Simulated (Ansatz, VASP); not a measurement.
# One calculation of Sb, two programs

File INCAR:

```
PREC     = Accurate       # precision mode
ENCUT    = 520            # plane-wave cutoff, eV
EDIFF    = 1E-8           # SCF threshold, eV
ISMEAR   = -1             # smearing method
SIGMA    = 0.05           # smearing width, eV
LREAL    = F              # projectors in reciprocal space
LASPH    = T              # aspherical terms in the spheres
NELM     = 80             # most SCF steps
ALGO     = Normal         # electronic algorithm
ISIF     = 2              # what is computed and relaxed
LWAVE    = F              # write WAVECAR
LCHARG   = F              # write CHGCAR
GGA      = PS             # functional
LEFG     = T            
NBANDS   = 8              # bands
```

Contents of KPOINTS:

```
regular mesh
0
Gamma
  12 12 12
```

File POSCAR:

```
Sb
1.0
    0.0691500000      2.3395750000      2.3395750000
    2.3395750000      0.0691500000      2.3395750000
    2.3395750000      2.3395750000      0.0691500000
Sb
1
Direct
    0.0000000000      0.0000000000      0.0000000000
```

Input for Ansatz:

```yaml
crystal:
  lattice:
    - [0.06915, 2.339575, 2.339575]
    - [2.339575, 0.06915, 2.339575]
    - [2.339575, 2.339575, 0.06915]
  atoms:
    - { symbol: Sb, position: [0.0, 0.0, 0.0] }
kpoints:
  mp_grid: { grid: [12, 12, 12] }
scf:
  occupations: { method: fermi_dirac, width: 0.05 }
hamiltonian:
  xc: pbesol
  pseudopotentials: { kind: paw }
output:
  forces: true
  stress: true
  eigenvalues: true
  efg: { contact_densities: true }
```

Change from the starting cell: equal xy, yz and zx shear strains of +3 %, PAW files.

Alike in both runs: task electric field gradients; functional PBEsol; k mesh 12 × 12 × 12; occupations fermi-dirac, width 0.05 eV; no spin polarisation.

|  | VASP | Ansatz |
| --- | --- | --- |
| version | VASP 6.6.1 | Ansatz 0.2.0 |
| potentials or method | VASP PAW PBE potentials, release 64 (Sb) | PAW with Ansatz's default frozen-core files, scalar-relativistic |
| plane-wave cutoff (eV) | 520 | 420 |
| valence electrons in the cell | 5 | 15 |

```tsv
	VASP	Ansatz	Ansatz less VASP
pressure (GPa)	5.7	5.7	-0.05
traceless stress, the component that is largest in VASP (GPa)	-0.33	-0.31	+0.017
size of Vzz on the site where it differs most (V/Å²)	16.1	18.5	+2.39
```

VASP's potentials were made for PBE, not for PBEsol. VASP's potentials hold 5 valence electrons a cell and Ansatz's 15, so a difference there can come from the potentials and not from the codes.

Spin-orbit coupling is off throughout.
